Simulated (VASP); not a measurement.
## ScAl3: single point with PBE

The system is ScAl3.

```
Sc Al
1.0
     4.35165    0.00000    0.00000
     0.00000    4.35165    0.00000
     0.00000    0.00000    3.98895
Sc Al
1 3
Direct
  0.00000 0.00000 0.00000
  0.50000 0.00000 0.50000
  0.00000 0.50000 0.50000
  0.50000 0.50000 0.00000
```

This cell differs from its parent crystal: biaxial strain in the a-b plane: +6.0 %, then relaxed in part.

```yaml
Program: VASP 6.6.1
Task: single point
Functional: PBE
Potentials_or_basis: VASP PAW PBE potentials, release 64 (Sc_sv, Al)
Cutoff: 520 eV
k_mesh: 12 × 12 × 12
Occupations: gaussian, width 0.1 eV
Spin: no spin polarisation
Dipole_correction: no
Further_INCAR_settings: ALGO = Fast; EDIFF = 1e-06; NBANDS = 18
```

The pressure is -5.8 GPa and the band gap on the k mesh is zero (bands 10 and 11 overlap by 3.38 eV).

Stress tensor (GPa, compression positive):
```
-8.77  0.00  0.00
 0.00 -8.77  0.00
 0.00  0.00  0.01
```

Levels at points of the mesh, in eV from the Fermi level:
```
           k point  band 8  band 9  band 10  band 11  band 12  band 13
(0.00, 0.00, 0.00)   -2.10   -2.10    -0.94     1.06     1.26     1.35
(0.50, 0.00, 0.00)   -1.23   -0.98     0.06     0.51     1.57     1.58
(0.50, 0.50, 0.00)   -4.13   -0.07    -0.07     1.67     1.76     1.87
(0.00, 0.00, 0.50)   -1.72   -1.45     0.04     0.66     0.66     1.26
(0.50, 0.00, 0.50)   -4.09   -0.74    -0.50     0.92     0.99     1.77
(0.50, 0.50, 0.50)   -4.08   -2.92    -2.92    -2.61     0.69     2.13
```

Wall time 8.7 min on 1 thread of AMD EPYC 7R13, on a shared host, peak memory 0.33 GiB.

Caveat: the cell differs from its parent crystal (biaxial strain in the a-b plane: +6.0 %, then relaxed in part); the stress differs along the axes, from -9 to 0 GPa.
